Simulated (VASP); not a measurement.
Here is a VASP 6.6.1 calculation.

INCAR

```
  PREC = Accurate
  ENCUT = 520
  EDIFF = 1E-6
  ISMEAR = -1
  SIGMA = 0.05
  LREAL = Auto
  LASPH = True
  NELM = 100
  ALGO = Normal
  ISIF = 2
  LWAVE = False
  LCHARG = False
  GGA = PE
  NBANDS = 69
```

The input KPOINTS:

```
Automatic mesh
0
Gamma
  1 1 1
```

Contents of POSCAR:

```
H22CO11
1.0
    7.1203670000      0.0000000000      0.0000000000
    0.0000000000      7.1203670000      0.0000000000
    0.0000000000      0.0000000000      7.1203670000
O H C
11 22 1
Direct
    0.6406692239      0.4189952568      0.1139267119
    0.2946898664      0.6128476243      0.0154065092
    0.6957225660      0.0542949542      1.0218714850
    0.4974743577      0.3684781978      0.4921937310
    0.0982112298      0.0917508887      0.2127699317
    0.5491009101      0.7958297655      0.2846201607
    0.9551333520      0.4244865468      0.8247889470
    0.3430160271      1.1479183587      0.9173263120
    0.6828721048      0.8756009346      0.6371862574
    0.9751182769      0.1602726376      0.5455336783
    0.2896479915      0.7603259776      0.5896606172
    0.6334645391      0.4328569019      0.2516724208
    0.6270744191      0.2897884337      0.0887735141
    0.2986222480      0.6958770524     -0.0929446474
    0.4238405127      0.5487357604      0.0338606142
    0.7474755164     -0.0064884296      0.9074813138
    0.5656028685      0.0723698652      0.9736998107
    0.5791134081      0.3107283655      0.5899976785
    0.4612683588      0.4922358637      0.5515305602
   -0.0247740039      0.0627917072      0.1589243925
    0.0774960055      0.1442622269      0.3407970404
    0.4106389460      0.7852825564      0.2489759306
    0.6125246072      0.8411645074      0.1646403900
    0.8400269256      0.4213406416      0.9019900238
    1.0428956822      0.4536283031      0.9181970536
    0.2482315869      1.1363599657      1.0171947598
    0.2690310766      1.0807448549      0.8242412224
    0.5523872576      0.8774126390      0.6609209890
    0.6729568855      0.8317548801      0.5151700748
    1.0188800662      0.2440744978      0.6549381514
    0.8949819581      0.0633534760      0.6022723267
    0.1451751012      0.7009751042      0.3477489292
    0.0191563160      0.7119155515      0.5781303127
    0.1474221764      0.7315774594      0.4999882731
```

Potentials or basis: VASP PAW PBE potentials, release 64 (O, H, C).

Launch:

```sh
$ cat potpaw_PBE.64/O/POTCAR potpaw_PBE.64/H/POTCAR potpaw_PBE.64/C/POTCAR > POTCAR
$ mpirun -np 1 vasp_gam > vasp.out
```

Q: What does it give for the largest force?

A: 3.616 eV/Å.

Q: Estimate the band gap on the k mesh.

A: 3.52 eV.

Q: Estimate the pressure.

A: 0.6 GPa.

Forces on the atoms (eV/Å):
```
O    0.043  2.245  0.247
O    0.931 -0.675  0.590
O    0.318 -1.051 -1.244
O    0.279  1.006  1.387
O    0.310 -0.272 -0.799
O   -0.807  0.203 -1.537
O   -1.757 -0.446 -0.974
O   -0.414 -0.448 -0.529
O    1.656  0.944  2.688
O    0.679  0.764  1.681
O    1.017  0.360  0.581
H   -0.165 -0.075 -0.215
H    0.055 -1.647 -0.110
H    0.288 -0.138 -0.204
H   -1.302  0.643 -0.337
H    0.147  0.248  0.487
H   -0.599  0.137  0.319
H   -0.536  0.309 -0.773
H    0.359 -1.246 -0.710
H   -0.005  0.280  0.409
H   -0.353 -0.253 -0.152
H    1.901  0.096  0.250
H   -0.739 -0.197  1.390
H   -0.057 -0.043 -0.236
H    2.167  0.640  1.461
H    0.065  0.375  1.416
H    0.468 -0.024 -0.834
H   -1.759  0.221  0.742
H    0.157 -1.028 -3.463
H   -0.993 -0.653 -1.110
H   -0.122  0.162 -0.223
H    0.177  0.225 -0.306
H   -1.167  0.099  0.232
C   -0.240 -0.761 -0.123
```

Caveat: the k points lie up to 0.88 Å⁻¹ apart.
